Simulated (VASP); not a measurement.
# La2O3 (P-3m1) in VASP: notebook, part 2 of 3

VASP 6.6.1. The steps go on from the part before.

**3. Single point, PBE**

This run uses another cell than the first one, of 16.36 Å³/atom, 1.042 times its volume.

Contents of INCAR:

```
SYSTEM = La2O3
ALGO = Normal
EDIFF = 1E-6
ENCUT = 520
GGA = PE
ISIF = 2
ISMEAR = 0
LASPH = .True.
LCHARG = .False.
LREAL = .False.
LWAVE = .False.
NBANDS = 28
NELM = 80
PREC = Accurate
SIGMA = 0.01
```

Contents of KPOINTS:

```
k-points
0
Gamma
  6 6 4
  0 0 0
```

Contents of POSCAR:

```
La2O3
1.0
    3.9307800000      0.0000000000      0.0000000000
   -1.9653900000      3.4041500000      0.0000000000
    0.0000000000      0.0000000000      6.1119500000
La O
2 3
Direct
    0.6666666667      0.3333333333      0.7537600000
    0.3333333333      0.6666666667      0.2462400000
    0.6666666667      0.3333333333      0.3541100000
    0.3333333333      0.6666666667      0.6458900000
    0.0000000000      0.0000000000      0.0000000000
```

Potentials or basis: VASP PAW PBE potentials, release 64 (La, O).

Started as:

```
$ cat potpaw_PBE.64/La/POTCAR potpaw_PBE.64/O/POTCAR > POTCAR
$ mpirun -np 1 vasp_std > vasp.out
```

OUTCAR:

```text
SYSTEM = La2O3
   EDIFF = 1E-6
   ENCUT = 520
   GGA = PE
   ISIF = 2
   ISMEAR = 0
   LASPH = .True.
   LREAL = .False.
   NELM = 80
   PREC = Accurate

 ion  position               nearest neighbor table
   1  0.667  0.333  0.754-   4 2.36   4 2.36   4 2.36   3 2.44   5 2.72   5 2.72   5 2.72
   2  0.333  0.667  0.246-   3 2.36   3 2.36   3 2.36   4 2.44   5 2.72   5 2.72   5 2.72
   3  0.667  0.333  0.354-   2 2.36   2 2.36   2 2.36   1 2.44
   4  0.333  0.667  0.646-   1 2.36   1 2.36   1 2.36   2 2.44
   5  0.000  0.000  0.000-   2 2.72   1 2.72   2 2.72   1 2.72   1 2.72   2 2.72

  LATTYP: Found a hexagonal cell.
 ALAT       =     3.9307800000
 C/A-ratio  =     1.5548949572

  Lattice vectors:

 A1 = (   3.9307800000,   0.0000000000,   0.0000000000)
 A2 = (  -1.9653900000,   3.4041500000,   0.0000000000)
 A3 = (   0.0000000000,   0.0000000000,   6.1119500000)

Analysis of symmetry for initial positions (statically):
=====================================================================
 Subroutine PRICEL returns:
 Original cell was already a primitive cell.

 Routine SETGRP: Setting up the symmetry group for a
 hexagonal supercell.

 Subroutine GETGRP returns: Found 12 space group operations
 (whereof 12 operations were pure point group operations)
 out of a pool of 24 trial point group operations.

The static configuration has the point symmetry D_3d.

Analysis of symmetry for dynamics (positions and initial velocities):
=====================================================================
 Subroutine PRICEL returns:
 Original cell was already a primitive cell.

 Routine SETGRP: Setting up the symmetry group for a
 hexagonal supercell.

 Subroutine GETGRP returns: Found 12 space group operations
 (whereof 12 operations were pure point group operations)
 out of a pool of 24 trial point group operations.

The dynamic configuration has the point symmetry D_3d.

 Subroutine INISYM returns: Found 12 space group operations
 (whereof 12 operations are pure point group operations),
 and found     1 'primitive' translations

----------------------------------------------------------------------------------------

                                     Primitive cell

  volume of cell :      81.7838

  direct lattice vectors                    reciprocal lattice vectors
     3.930780000  0.000000000  0.000000000     0.254402434  0.146879544  0.000000000
    -1.965390000  3.404150000  0.000000000     0.000000000  0.293759088  0.000000000
     0.000000000  0.000000000  6.111950000     0.000000000  0.000000000  0.163613904

  length of vectors
     3.930780000  3.930775378  6.111950000     0.293758743  0.293759088  0.163613904

  position of ions in fractional coordinates (direct lattice)
     0.666666667  0.333333333  0.753760000
     0.333333333  0.666666667  0.246240000
     0.666666667  0.333333333  0.354110000
     0.333333333  0.666666667  0.645890000
     0.000000000  0.000000000  0.000000000

  ion indices of the primitive-cell ions
   primitive index   ion index
                 1           1
                 2           2
                 3           3
[... 23 lines left out ...]

 Subroutine IBZKPT returns following result:
 ===========================================

 Found     24 irreducible k-points:

 Following reciprocal coordinates:
            Coordinates               Weight
  0.000000  0.000000  0.000000      1.000000
  0.166667  0.000000  0.000000      6.000000
  0.333333  0.000000  0.000000      6.000000
  0.500000  0.000000  0.000000      3.000000
  0.166667  0.166667  0.000000      6.000000
  0.333333  0.166667  0.000000     12.000000
[... 16 lines left out ...]
  0.333333  0.166667  0.500000     12.000000
  0.333333  0.333333  0.500000      2.000000
   k-points           NKPTS =     24   k-points in BZ     NKDIM =     24   number of bands    NBANDS=     28
   number of dos      NEDOS =    301   number of ions     NIONS =      5
   total plane-waves  NPLWV =  43200
   dimension x,y,z NGX =    30 NGY =   30 NGZ =   48
   dimension x,y,z NGXF=    60 NGYF=   60 NGZF=   96
   ions per type =               2   3
   NGX,Y,Z   is equivalent  to a cutoff of  12.69, 12.69, 13.06 a.u.
   NGXF,Y,Z  is equivalent  to a cutoff of  25.38, 25.38, 26.11 a.u.
 SYSTEM =  La2O3
   PREC   = accura    normal or accurate (medium, high low for compatibility)
   ISTART =      0    job   : 0-new  1-cont  2-samecut
   ICHARG =      2    charge: 1-file 2-atom 10-const
   ISPIN  =      1    spin polarized calculation?
   LNONCOLLINEAR =      F non collinear calculations
   LSORBIT =      F    spin-orbit coupling
   LASPH  =      T    aspherical Exc in radial PAW
   ENCUT  =  520.0 eV  38.22 Ry    6.18 a.u.   7.31  7.31 11.36*2*pi/ulx,y,z
   NELM   =     80;   NELMIN=  2; NELMDL= -5     # of ELM steps
   EDIFF  = 0.1E-05   stopping-criterion for ELM
   LREAL  =      F    real-space projection
   EDIFFG = 0.1E-04   stopping-criterion for IOM
   NSW    =      0    number of steps for IOM
   IBRION =     -1    ionic relax: 0-MD 1-quasi-New 2-CG
   NFREE  =      0    steps in history (QN), initial steepest desc. (CG)
   ISIF   =      2    stress and relaxation
   ISYM   =      2    0-nonsym 1-usesym 2-fastsym
   POTIM  = 0.5000    time-step for ionic-motion
   TEBEG  =    0.0;   TEEND  =   0.0 temperature during run
   PSTRESS=    0.0 pullay stress
   NELECT =      40.0000    total number of electrons
   NUPDOWN=      -1.0000    fix difference up-down
   EMIN   =  10.00;   EMAX   =-10.00  energy-range for DOS
   EFERMI =   0.00;   METHOD = LEGACY
   ISMEAR =     0;   SIGMA  =   0.01  broadening in eV -4-tet -1-fermi 0-gaus
   EFERMI_NEDOS =   21; number of points for ismear=-14 and -15
   IALGO  =     38    algorithm
   IMIX   =      4    mixing-type and parameters
     AMIX     =   0.40;   BMIX     =  1.00
     AMIX_MAG =   1.60;   BMIX_MAG =  1.00
  volume/ion in A,a.u.               =      16.36       110.38
  Fermi-wavevector in a.u.,A,eV,Ry     =   1.289850  2.437462 22.636177  1.663712
  Thomas-Fermi vector in A             =   2.421717
   LORBIT       =      0    0 simple, 1 ext, 2 COOP (PROOUT), +10 PAW based schemes
   GGA     = PE    functional components
   LHFCALC =     F    Hartree Fock is set to
   AEXX    =    0.0000 exact exchange contribution
   IVDW    =     0    specifies the selected vdW correction
   LEPSILON=     F    determine dielectric tensor
   LRPA    =     F    only Hartree local field effects (RPA)
 non-spin polarized calculation
 Gauss-broadening in eV      SIGMA  =   0.01
  energy-cutoff  :      520.00
  volume of cell :       81.78
 maximum number of plane-waves:      2225
 NGX is ok and might be reduce to    30
   NGX = 15   NGY = 15   NGZ = 23

 number of electron      39.9999992 magnetization

 Free energy of the ion-electron system (eV)
  ---------------------------------------------------
  ext. energy  EPLUGINS =         0.00000000
  ---------------------------------------------------
  free energy    TOTEN  =       -41.81743707 eV

  energy without entropy =      -41.81743707  energy(sigma->0) =      -41.81743707

 E-fermi :   6.0246     XC(G=0): -10.4725

 val. band max:        5.9812797098   @ k =   0.5000   0.0000   0.5000
 cond. band min:       9.8401339003   @ k =   0.5000   0.0000   0.0000
 fundamental gap:      3.8588541904
 Fermi energy:         6.0245810778

 k-point     1 :       0.0000    0.0000    0.0000
  band No.  band energies     occupation
      1     -23.8433      2.00000
      2     -23.5993      2.00000
      3     -10.9634      2.00000
      4      -9.7103      2.00000
      5      -9.2612      2.00000
      6      -7.3094      2.00000
[... 733 lines left out ...]
     27      11.3661      0.00000
     28      11.3973      0.00000

------------------------ aborting loop because EDIFF is reached ----------------------------------------

  FORCE on cell =-STRESS in cart. coord.  units (eV):
  Direction    XX          YY          ZZ          XY          YZ          ZX
  --------------------------------------------------------------------------------------
  -------------------------------------------------------------------------------------
  Total        0.7653266      0.7653242      0.9331987      0.0000000     -0.0000000      0.0000000
  in kB       14.9930572     14.9930102     18.2817386      0.0000000     -0.0000000      0.0000000
  external PRESSURE =      16.0892687 kB  Pullay stress =       0.0000000 kB

 VOLUME and BASIS-vectors are now :
 -----------------------------------------------------------------------------
  energy-cutoff  :      520.00
  volume of cell :       81.78
      direct lattice vectors                 reciprocal lattice vectors
     3.930780000  0.000000000  0.000000000     0.254402434  0.146879544  0.000000000
    -1.965390000  3.404150000  0.000000000     0.000000000  0.293759088  0.000000000
     0.000000000  0.000000000  6.111950000     0.000000000  0.000000000  0.163613904

 POSITION                                       TOTAL-FORCE (eV/Angst)
 -----------------------------------------------------------------------------------
      1.96539      1.13472      4.60694         0.000000      0.000000      0.003517
     -0.00000      2.26943      1.50501         0.000000     -0.000000     -0.003517
      1.96539      1.13472      2.16430        -0.000000     -0.000000     -0.011464
     -0.00000      2.26943      3.94765        -0.000000      0.000000      0.011464
      0.00000      0.00000      0.00000        -0.000000      0.000000      0.000000
 -----------------------------------------------------------------------------------
    total drift:                                0.000000      0.000000      0.000000

  FREE ENERGIE OF THE ION-ELECTRON SYSTEM (eV)
  ---------------------------------------------------
  free  energy   TOTEN  =       -41.8174370668 eV

  energy  without entropy=      -41.8174370668  energy(sigma->0) =      -41.81743707
```

OSZICAR:

```text
N       E                     dE             d eps       ncg     rms          rms(c)
DAV:   1     0.470601633908E+03    0.47060E+03   -0.15480E+04  1416   0.220E+03
DAV:   2     0.861771876044E+02   -0.38442E+03   -0.36669E+03  1712   0.353E+02
DAV:   3    -0.328950601673E+02   -0.11907E+03   -0.11470E+03  2240   0.196E+02
DAV:   4    -0.465631612955E+02   -0.13668E+02   -0.13634E+02  2292   0.730E+01
DAV:   5    -0.474747548300E+02   -0.91159E+00   -0.91086E+00  2336   0.201E+01    0.149E+01
DAV:   6    -0.418310656591E+02    0.56437E+01   -0.49705E+01  2160   0.382E+01    0.755E+00
DAV:   7    -0.418192824858E+02    0.11783E-01   -0.54093E+00  2592   0.209E+01    0.351E+00
DAV:   8    -0.418189589170E+02    0.32357E-03   -0.60066E-01  2336   0.596E+00    0.125E+00
DAV:   9    -0.418136807897E+02    0.52781E-02   -0.10086E-01  2432   0.234E+00    0.357E-01
DAV:  10    -0.418160581828E+02   -0.23774E-02   -0.27964E-02  2368   0.102E+00    0.169E-01
DAV:  11    -0.418172685777E+02   -0.12104E-02   -0.79959E-03  2424   0.628E-01    0.126E-01
DAV:  12    -0.418173879515E+02   -0.11937E-03   -0.24211E-03  2120   0.297E-01    0.511E-02
DAV:  13    -0.418174356919E+02   -0.47740E-04   -0.10500E-03  2424   0.207E-01    0.250E-02
DAV:  14    -0.418174371708E+02   -0.14789E-05   -0.15874E-04  2248   0.903E-02    0.103E-02
DAV:  15    -0.418174367413E+02    0.42954E-06   -0.28502E-05  2232   0.399E-02    0.242E-03
DAV:  16    -0.418174370668E+02   -0.32551E-06   -0.53362E-06  1912   0.149E-02
   1 F= -.41817437E+02 E0= -.41817437E+02  d E =-.845523E-12
```

Run time: 37 s. Hardware: 1 thread of Intel Xeon 6975P-C (Granite Rapids), shared host; peak memory 0.22 GiB.

What came out:

```
Free energy            : -41.8174 eV
Pressure               : 1.6 GPa
Largest force          : 0.011 eV/Å
Band gap on the k mesh : 3.86 eV, indirect (least direct gap 3.98 eV)
```

Forces in eV/Å, atoms in the order of the input:
```
La   0.000  0.000  0.004
La   0.000  0.000 -0.004
O    0.000  0.000 -0.011
O    0.000  0.000  0.011
O    0.000  0.000  0.000
```

Caveat: spin-orbit coupling is left out, which moves the levels of the heavy elements. As with any semilocal functional, this PBE gap is likely too small.

**4. Single point, PBE**

This run uses another cell than the first one, of 17.01 Å³/atom, 1.083 times its volume.

Contents of INCAR:

```
SYSTEM = La2O3
PREC     = Accurate       ! precision mode
ENCUT    = 520            ! plane-wave cutoff, eV
EDIFF    = 1E-6           ! SCF threshold, eV
ISMEAR   = 0              ! smearing method
SIGMA    = 0.01           ! smearing width, eV
LREAL    = .False.        ! projectors in reciprocal space
LASPH    = .True.         ! aspherical terms in the spheres
NELM     = 60             ! most SCF steps
ALGO     = Normal         ! electronic algorithm
ISIF     = 2              ! what is computed and relaxed
LWAVE    = .False.        ! write WAVECAR
LCHARG   = .False.        ! write CHGCAR
GGA      = PE             ! functional
NBANDS   = 28             ! bands
```

Contents of KPOINTS:

```
Automatic mesh
0
Gamma
  6 6 4
  0 0 0
```

Edit POSCAR of step 3 so:

```diff
@@ -2,5 +2,5 @@
 1.0
-    3.9307800000      0.0000000000      0.0000000000
-   -1.9653900000      3.4041500000      0.0000000000
-    0.0000000000      0.0000000000      6.1119500000
+    3.9825067213      0.0000000000      0.0000000000
+   -1.9912533607      3.4489465845      0.0000000000
+    0.0000000000      0.0000000000      6.1923796182
 La O
```

Started as:

```
$ cat potpaw_PBE.64/La/POTCAR potpaw_PBE.64/O/POTCAR > POTCAR
$ mpirun -np 1 vasp_std > vasp.out
```

Run time: 37 s. Hardware: 1 thread of Intel Xeon 6975P-C (Granite Rapids), shared host; peak memory 0.23 GiB.

Results (log left out):

```
Free energy            : -41.8009 eV
Pressure               : -3.3 GPa
Largest force          : 0.275 eV/Å
Band gap on the k mesh : 3.80 eV, indirect (least direct gap 3.98 eV)
```

Forces in eV/Å, atoms in the order of the input:
```
La   0.000  0.000 -0.275
La   0.000  0.000  0.275
O    0.000  0.000 -0.053
O    0.000  0.000  0.053
O    0.000  0.000  0.000
```

Stress tensor (GPa, compression positive):
```
-3.81  0.00  0.00
 0.00 -3.81  0.00
 0.00  0.00 -2.33
```

Levels at points of the mesh, in eV from the valence-band top:
| k point | band 17 | band 18 | band 19 | band 20 | band 21 | band 22 | band 23 | band 24 |
| --- | --- | --- | --- | --- | --- | --- | --- | --- |
| (0.00, 0.00, 0.00) | -1.56 | -0.33 | -0.33 | -0.06 | 4.21 | 4.49 | 4.49 | 4.94 |
| (0.50, 0.00, 0.00) | -0.68 | -0.62 | -0.43 | -0.26 | 3.80 | 4.58 | 4.98 | 5.01 |
| (0.00, 0.00, 0.50) | -0.94 | -0.71 | -0.26 | -0.26 | 4.56 | 4.59 | 4.59 | 4.81 |
| (0.50, 0.00, 0.50) | -0.93 | -0.64 | -0.37 | 0.00 | 4.29 | 4.53 | 4.89 | 5.01 |

Caveat: spin-orbit coupling is left out, which moves the levels of the heavy elements. A k mesh can miss the band edges.

**5. Single point, PBE**

This run uses another cell than the first one, of 17.67 Å³/atom, 1.125 times its volume.

Contents of INCAR:

```
SYSTEM = La2O3
ALGO = Normal
EDIFF = 1E-7
ENCUT = 520
GGA = PE
ISIF = 2
ISMEAR = 0
LASPH = .TRUE.
LCHARG = .FALSE.
LREAL = .FALSE.
LWAVE = .FALSE.
NBANDS = 28
NELM = 80
PREC = Accurate
SIGMA = 0.01
```

Contents of KPOINTS:

```
k-points
0
G
  6 6 4
  0 0 0
```

Edit POSCAR of step 4 so:

```diff
@@ -2,5 +2,5 @@
 1.0
-    3.9825067213      0.0000000000      0.0000000000
-   -1.9912533607      3.4489465845      0.0000000000
-    0.0000000000      0.0000000000      6.1923796182
+    4.0329235510      0.0000000000      0.0000000000
+   -2.0164617755      3.4926087713      0.0000000000
+    0.0000000000      0.0000000000      6.2707724924
 La O
```

Started as:

```
$ cat potpaw_PBE.64/La/POTCAR potpaw_PBE.64/O/POTCAR > POTCAR
$ mpirun -np 1 vasp_std > vasp.out
```

Run time: 44 s. Hardware: 1 thread of Intel Xeon 6975P-C (Granite Rapids), shared host; peak memory 0.23 GiB.

The run converged. Its results:

- Free energy: -41.6935 eV
- Pressure: -7.3 GPa
- Largest force: 0.515 eV/Å
- Band gap on the k mesh: 3.73 eV, indirect (least direct gap 3.95 eV)

Forces in eV/Å, atoms in the order of the input:
```
La   0.000  0.000 -0.515
La   0.000  0.000  0.515
O    0.000  0.000 -0.090
O    0.000  0.000  0.090
O    0.000  0.000  0.000
```

Stress tensor (GPa, compression positive):
```
-8.13  0.00  0.00
 0.00 -8.13  0.00
 0.00  0.00 -5.71
```

Levels at points of the mesh, in eV from the valence-band top:
| k point | band 17 | band 18 | band 19 | band 20 | band 21 | band 22 | band 23 | band 24 |
| --- | --- | --- | --- | --- | --- | --- | --- | --- |
| (0.00, 0.00, 0.00) | -1.48 | -0.29 | -0.29 | -0.02 | 4.09 | 4.38 | 4.38 | 4.72 |
| (0.50, 0.00, 0.00) | -0.64 | -0.58 | -0.44 | -0.22 | 3.73 | 4.45 | 4.79 | 4.83 |
| (0.00, 0.00, 0.50) | -0.88 | -0.65 | -0.23 | -0.23 | 4.42 | 4.45 | 4.45 | 4.65 |
| (0.50, 0.00, 0.50) | -0.91 | -0.57 | -0.37 | 0.00 | 4.17 | 4.42 | 4.71 | 4.82 |

Caveat: spin-orbit coupling is left out, which moves the levels of the heavy elements. A k mesh can miss the band edges.

(Part 2 of 3 ends here.)
